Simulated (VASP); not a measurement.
Set up this calculation in VASP 6.6.1, as the native input.

| Property | Result |
| --- | --- |
| Task | relaxation of cell and atoms |
| Functional | PBE |
| Potentials or basis | VASP PAW PBE potentials, release 64 (Mg) |
| Cutoff | 600 eV |
| k mesh | 17 × 17 × 17 |
| Occupations | fermi-dirac, width 0.1 eV |
| Spin | no spin polarisation |
| Target pressure | 94 GPa |
| Dipole correction | no |
| Further INCAR settings | ALGO = Normal; EDIFF = 1e-06; IBRION = 2; EDIFFG = -0.005; NSW = 60; ISIF = 3 |

The structure of Mg lies in POSCAR:

```
Mg
1.0
    2.2713837638      0.0000000000      0.0000000000
    0.0000000000      2.2713837638      0.0000000000
    0.0000000000      0.0000000000      2.2713837638
Mg
1
Direct
    0.0000000000      0.0000000000      0.0000000000
```

One way to write it, as run:

INCAR

```
ALGO = Normal
EDIFF = 1E-6
EDIFFG = -0.005
ENCUT = 600
GGA = PE
IBRION = 2
ISIF = 3
ISMEAR = -1
LASPH = True
LCHARG = False
LREAL = False
LWAVE = False
NELM = 80
NSW = 60
PREC = Accurate
PSTRESS = 940.0
SIGMA = 0.1
```

KPOINTS

```
k-points
0
Gamma
  17 17 17
```

Potentials or basis: VASP PAW PBE potentials, release 64 (Mg).

Run with:

```bash
$ cat potpaw_PBE.64/Mg/POTCAR > POTCAR
$ mpirun -np 1 vasp_std > vasp.out
```

It gave:

The relaxed volume is 11.82 Å³/atom. The relaxed cell is a = 2.278 Å, b = 2.278 Å, c = 2.278 Å, α = 90.00°, β = 90.00°, γ = 90.00° and the space group after relaxing (to 0.05 Å) is Pm-3m (No. 221). The energy change on relaxing (the enthalpy is what falls) is -58.0 meV/atom. The ionic steps are 3 and the pressure after relaxing is 94.0 GPa. The band gap on the k mesh is zero (band 1 reaches 13.38 eV, above the bottom of band 2 at 5.31 eV).

Caveat: the cell is relaxed towards a set pressure, so the enthalpy falls and the energy may rise.

It took 8.3 s on 1 thread of Intel(R) Xeon(R) 6975P-C (Granite Rapids), on a shared host, peak memory 0.13 GiB.
